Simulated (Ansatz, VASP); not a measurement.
**TaAs in VASP and in Ansatz**

Contents of INCAR:

```
SYSTEM = TaAs
PREC = Accurate ; ENCUT = 600
EDIFF = 1E-7 ; ISMEAR = 0
SIGMA = 0.1 ; LREAL = .False.
LASPH = .True. ; NELM = 80
ALGO = Normal ; ISIF = 3
LWAVE = .False. ; LCHARG = .False.
GGA = PS ; IBRION = 2
NSW = 80 ; EDIFFG = -0.01
```

The input KPOINTS:

```
Automatic mesh
0
Gamma
  12 12 12
  0 0 0
```

The input POSCAR:

```
TaAs
1.0
    3.3767067953      0.0000000000      0.0000000000
   -1.6883533976      2.9243138659      0.0000000000
    0.0000000000      0.0000000000      3.4467954600
Ta As
1 1
Direct
    0.3333333333      0.6666666667      0.5000000000
    0.0000000000      0.0000000000      0.0000000000
```

Input for Ansatz:

```yaml
crystal:
  lattice:
    - [3.3767067953, 0.0, 0.0]
    - [-1.6883533976, 2.9243138659, 0.0]
    - [0.0, 0.0, 3.44679546]
  atoms:
    - { symbol: Ta, position: [0.3333333333, 0.6666666667, 0.5] }
    - { symbol: As, position: [0.0, 0.0, 0.0] }
basis:
  ecutwfc: 420
kpoints:
  mp_grid: { grid: [12, 12, 12] }
hamiltonian:
  xc: pbesol
scf:
  occupations: { method: gaussian, width: 0.1 }
output:
  forces: true
  stress: true
  eigenvalues: true
relax:
  adjacent_minimum: "off"
  f_tol: 0.01
  max_steps: 60
  cell: { stress_tol: 0.1 }
```

Alike in both runs: task relaxation of cell and atoms; functional PBEsol; k mesh 12 × 12 × 12; occupations gaussian, width 0.1 eV; no spin polarisation.

|  | VASP | Ansatz |
| --- | --- | --- |
| version | VASP 6.6.1 | Ansatz 0.2.0 |
| potentials or method | VASP PAW PBE potentials, release 64 (Ta_pv, As), cutoff 600 eV | scalar-relativistic, plane waves, PAW |
| valence electrons in the cell | 16 | 28 |

|  | VASP | Ansatz | Ansatz less VASP |
| --- | --- | --- | --- |
| gap on the k mesh at the Fermi level, each at its own relaxed structure (eV) | none | none | - |
| relaxed volume (Å³/atom) | 17.07 | 17.01 | -0.056 |
| relaxed cell length with the largest relative difference (Å) | 3.376 | 3.372 | -0.0037 |

VASP's potentials were made for PBE, not for PBEsol. A gap of «none» marks a metal or a gap that the smearing closes. VASP's potentials hold 16 valence electrons a cell and Ansatz's 28, so a difference there can come from the potentials and not from the codes.

Spin-orbit coupling is off throughout.
